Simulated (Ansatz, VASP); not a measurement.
**Two plane-wave programs on SiO2**

INCAR

```
SYSTEM = SiO2
  PREC = Accurate
  ENCUT = 520
  EDIFF = 1E-7
  ISMEAR = 0
  SIGMA = 0.05
  LREAL = .False.
  LASPH = .True.
  NELM = 80
  ALGO = Normal
  ISIF = 2
  LWAVE = .False.
  LCHARG = .False.
  GGA = PE
  NBANDS = 25
```

KPOINTS

```
Automatic mesh
0
Gamma
  6 6 6
  0 0 0
```

POSCAR

```
SiO2
1.0
   -2.5133692696      2.5133692696      3.6893906705
    2.5133692696     -2.5133692696      3.6893906705
    2.5133692696      2.5133692696     -3.6893906705
Si O
2 4
Direct
    0.0000000000      0.0000000000      0.0000000000
    0.7500000000      0.2500000000      0.5000000000
    0.9819314713      0.6250000000      0.8569314713
    0.3750000000      0.2319314713      0.3569314713
    0.7680685287      0.1250000000      0.1430685287
    0.8750000000      0.0180685287      0.6430685287
```

Input for Ansatz:

```yaml
crystal:
  lattice:
    - [-2.5133692696, 2.5133692696, 3.6893906705]
    - [2.5133692696, -2.5133692696, 3.6893906705]
    - [2.5133692696, 2.5133692696, -3.6893906705]
  atoms:
    - { symbol: Si, position: [0.0, 0.0, 0.0] }
    - { symbol: Si, position: [0.75, 0.25, 0.5] }
    - { symbol: O, position: [0.9819314713, 0.625, 0.8569314713] }
    - { symbol: O, position: [0.375, 0.2319314713, 0.3569314713] }
    - { symbol: O, position: [0.7680685287, 0.125, 0.1430685287] }
    - { symbol: O, position: [0.875, 0.0180685287, 0.6430685287] }
basis:
  ecutwfc: 420
kpoints:
  mp_grid: { grid: [6, 6, 6] }
hamiltonian:
  xc: pbe
scf:
  occupations: { method: gaussian, width: 0.05 }
output:
  forces: true
  stress: true
  eigenvalues: true
```

Change from the starting cell: mode 6 (300.7 1/cm) frozen in, largest displacement -0.075 Å.

Alike in both runs: task single point; functional PBE; k mesh 6 × 6 × 6; occupations gaussian, width 0.05 eV; no spin polarisation.

```csv
,VASP,Ansatz
version,VASP 6.6.1,Ansatz 0.2.0
potentials or method,"VASP PAW PBE potentials, release 64 (Si, O), cutoff 520 eV","scalar-relativistic, plane waves, PAW"
valence electrons in the cell,32,32
```

|  | VASP | Ansatz | Ansatz less VASP |
| --- | --- | --- | --- |
| gap on the k mesh at the Fermi level (eV) | 5.60 | 5.60 | +0.005 |
| least direct gap on the mesh (eV) | 5.60 | 5.60 | +0.005 |
| pressure (GPa) | -5.0 | -5.1 | -0.07 |
| traceless stress, the component that is largest in VASP (GPa) | 0.62 | 0.60 | -0.026 |
| rms of the force components (eV/Å) | 0.217 | 0.216 | -0.0016 |

Atom by atom the forces differ by 0.002 eV/Å (rms over components). With one functional, cell and mesh, what is left measures potentials, basis and numerics.
